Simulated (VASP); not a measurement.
Input of a VASP 6.6.1 run:

INCAR

```
SYSTEM = La
  PREC = Accurate
  ENCUT = 520
  EDIFF = 1E-7
  ISMEAR = -1
  SIGMA = 0.08
  LREAL = .FALSE.
  LASPH = .TRUE.
  NELM = 80
  ALGO = Normal
  ISIF = 2
  LWAVE = .FALSE.
  LCHARG = .FALSE.
  GGA = PE
  NBANDS = 18
```

File KPOINTS:

```
regular mesh
0
G
  13 13 7
  0 0 0
```

POSCAR

```
La
1.0
    2.8049703390      0.0000000000      0.0000000000
   -1.4024851695      2.4291755705      0.0000000000
    0.0000000000      0.0000000000      4.7561053449
La
2
Direct
    0.3333333333      0.6666666667      0.2500000000
    0.6666666667      0.3333333333      0.7500000000
```

Potentials or basis: VASP PAW PBE potentials, release 64 (La).

Launch:

```bash
$ cat potpaw_PBE.64/La/POTCAR > POTCAR
$ mpirun -np 1 vasp_std > vasp.out
```

(1) Predict the pressure.

(2) Estimate the band gap on the k mesh.

Results:

(1) 101.2 GPa.

(2) zero (bands 11 and 12 overlap by 4.03 eV).

Caveat: the cell stands under pressure; spin-orbit coupling is left out, which moves the levels of the heavy elements.
